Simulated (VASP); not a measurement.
Runs of VASP 6.6.1 on AlNi. The structure is cubic, space group Pm-3m (No. 221). Conventional cell: a = 2.881 Å, b = 2.881 Å, c = 2.881 Å, α = 90.00°, β = 90.00°, γ = 90.00°. Within 3.3 Å of Al (site symmetry m-3m) lie 8 Ni at 2.50 Å and 6 Al at 2.88 Å. Ni (site symmetry m-3m) has 8 Al at 2.50 Å and 6 Ni at 2.88 Å within 3.3 Å. 

```csv
level,potentials or basis,gap on the mesh (eV),pressure (GPa),moment (μB)
LDA,"VASP PAW LDA potentials, release 64 (Al, Ni)",none,-8.2,0.00
RPBE,"VASP PAW PBE potentials, release 64 (Al, Ni)",none,(b),0.00
PBEsol,"VASP PAW PBE potentials, release 64 (Al, Ni)",none,-3.1,0.00
BLYP,"VASP PAW PBE potentials, release 64 (Al, Ni)",none,7.0,0.00
PBE,"VASP PAW PBE potentials, release 64 (Al, Ni)",none,(a),0.00
```

Alike in all rows: task single point; spin collinear, ferromagnetic start; cell as given; k mesh 9 × 9 × 9; cutoff (eV) 520; smearing fermi-dirac 0.1 eV.

Task: Estimate the missing entries.

Result: (a) 2.1; (b) 5.8.

Caveats: the PAW data sets were made with another functional, which shifts forces and pressure a little (some runs).

A gap of «none» marks levels without a gap at the run's occupations.
